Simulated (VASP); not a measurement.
CoPdO2, 4 atoms in the cell. It takes space group R-3m (No. 166, trigonal). The conventional cell has a = 2.863 Å, b = 2.863 Å, c = 17.873 Å, α = 90.00°, β = 90.00°, γ = 120.00°. Within 2.7 Å of Pd (site symmetry -3m) lie 2 O at 2.01 Å. Within 2.5 Å of Co (site symmetry -3m) lie 6 O at 1.92 Å. O (site symmetry 3m) has 3 Co at 1.92 Å and 1 Pd at 2.01 Å within 2.5 Å. 

* Program: VASP 6.6.1
* Task: single point
* Functional: PBEsol
* Potentials or basis: VASP PAW PBE potentials, release 64 (Pd, Co, O)
* Cutoff: 520 eV
* k mesh: 11 × 11 × 11
* Occupations: fermi-dirac, width 0.05 eV
* Spin: collinear spin, ferromagnetic start
* Starting moments: [0.0, 2.0, 0.0, 0.0] μB
* Dipole correction: no
* Further INCAR settings: ALGO = Normal; EDIFF = 1e-06; NBANDS = 28

Potentials or basis: VASP PAW PBE potentials, release 64 (Pd, Co, O).

Run with:

```sh
$ cat potpaw_PBE.64/Pd/POTCAR potpaw_PBE.64/Co/POTCAR potpaw_PBE.64/O/POTCAR > POTCAR
$ mpirun -np 1 vasp_std > vasp.out
```

Hardware: 1 thread of Intel(R) Xeon(R) 6975P-C (Granite Rapids), on a shared host.

**Question.** Estimate the wall time of this run.

**Answer.** Wall time 8.7 min on 1 thread of Intel(R) Xeon(R) 6975P-C (Granite Rapids) (shared host), peak memory 0.6 GiB. Counts: scf iterations 18, k points 146.
